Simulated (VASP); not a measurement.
Write the native input for VASP 6.6.1 that does the following.

```
Task                   : single point
Functional             : PBEsol
Potentials or basis    : VASP PAW PBE potentials, release 64 (Cu, O)
Cutoff                 : 520 eV
k mesh                 : 6 × 6 × 3
Occupations            : fermi-dirac, width 0.03 eV
Spin                   : no spin polarisation
Dipole correction      : no
Further INCAR settings : ALGO = Normal; EDIFF = 1e-06; NBANDS = 25
```

The structure of CuO (Tenorite) lies in POSCAR:

```
CuO
1.0
    2.3446500000     -1.7134000000      0.0000000000
    2.3446500000      1.7134000000      0.0000000000
   -0.8605543552      0.0000000000      5.0594363927
Cu O
2 2
Direct
    0.4968000000      0.0032000000      0.5000000000
    0.0032000000      0.4968000000      0.0000000000
    0.4056000000      0.5714000000      0.7537000000
    0.5714000000      0.4056000000      0.2537000000
```

The input as run:

INCAR

```
PREC     = Accurate       # precision mode
ENCUT    = 520            # plane-wave cutoff, eV
EDIFF    = 1E-6           # SCF threshold, eV
ISMEAR   = -1             # smearing method
SIGMA    = 0.03           # smearing width, eV
LREAL    = F              # projectors in reciprocal space
LASPH    = T              # aspherical terms in the spheres
NELM     = 80             # most SCF steps
ALGO     = Normal         # electronic algorithm
ISIF     = 2              # what is computed and relaxed
LWAVE    = F              # write WAVECAR
LCHARG   = T              # write CHGCAR
GGA      = PS             # functional
LELF     = T              # ELF
LVHAR    = T            
NBANDS   = 25             # bands
```

KPOINTS

```
regular mesh
0
Gamma
  6 6 3
```

Potentials or basis: VASP PAW PBE potentials, release 64 (Cu, O).

Launch:

```bash
$ cat potpaw_PBE.64/Cu/POTCAR potpaw_PBE.64/O/POTCAR > POTCAR
$ mpirun -np 1 vasp_std > vasp.out
```

Results of the run:

The pressure is -2.0 GPa. The largest force is 0.722 eV/Å. The band gap on the k mesh is zero (band 17 reaches 5.74 eV, above the bottom of band 18 at 5.26 eV).

Caveat: the k points lie up to 0.41 Å⁻¹ apart; the PAW data sets were made with another functional, which shifts forces and pressure a little; semilocal functionals often make such compounds metallic where correlation or magnetic order opens a gap, which also shifts bond lengths.

It took 25 s on 1 thread of Intel(R) Xeon(R) Platinum 8488C (Sapphire Rapids), with other jobs on the host, peak memory 0.17 GiB.
